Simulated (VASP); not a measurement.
A run of VASP 6.6.1 is set up as follows.

Contents of POSCAR:

```
Al
1.0
    0.0000000000      2.0239800000      1.9329009000
    2.0239800000      0.0000000000      1.9329009000
    2.0239800000      2.0239800000      0.0000000000
Al
1
Direct
    0.0000000000      0.0000000000      0.0000000000
```

The input INCAR.step1:

```
SYSTEM = Al
PREC = Accurate
ENCUT = 520
ISMEAR = 0
SIGMA = 0.2
LREAL = .FALSE.
LASPH = .TRUE.
NELM = 60
NBANDS = 8
GGA = PE
ALGO = Normal
EDIFF = 1E-4
LWAVE = .TRUE.
LCHARG = .FALSE.
```

File INCAR.step2:

```
SYSTEM = Al
PREC = Accurate
ENCUT = 520
EDIFF = 1E-6
ISMEAR = 0
SIGMA = 0.2
LREAL = .FALSE.
LASPH = .TRUE.
NELM = 60
ALGO = Normal
ISIF = 2
LWAVE = .FALSE.
LCHARG = .TRUE.
METAGGA = R2SCAN
LMIXTAU = .TRUE.
LELF = .TRUE.
LVHAR = .TRUE.
NBANDS = 8
ISTART = 1
```

The input KPOINTS:

```
Automatic mesh
0
G
  20 20 20
  0 0 0
```

Potentials or basis: VASP PAW PBE potentials, release 64 (Al).

Launch:

```sh
$ cat potpaw_PBE.64/Al/POTCAR > POTCAR
$ cp INCAR.step1 INCAR
$ mpirun -np 1 vasp_std > vasp.out
$ cp INCAR.step2 INCAR
$ mpirun -np 1 vasp_std > vasp.out
```

(1) Estimate the band gap on the k mesh.

(2) Estimate the pressure.

Results:

(1) zero (an odd number of electrons rules out a gap without spin polarisation).

(2) 0.3 GPa.

Caveat: the cell differs from its parent crystal (strain -0.0450 x Voigt [0, 0, 1, 0, 0, 0]); the PAW data sets were made with another functional, which shifts forces and pressure a little.
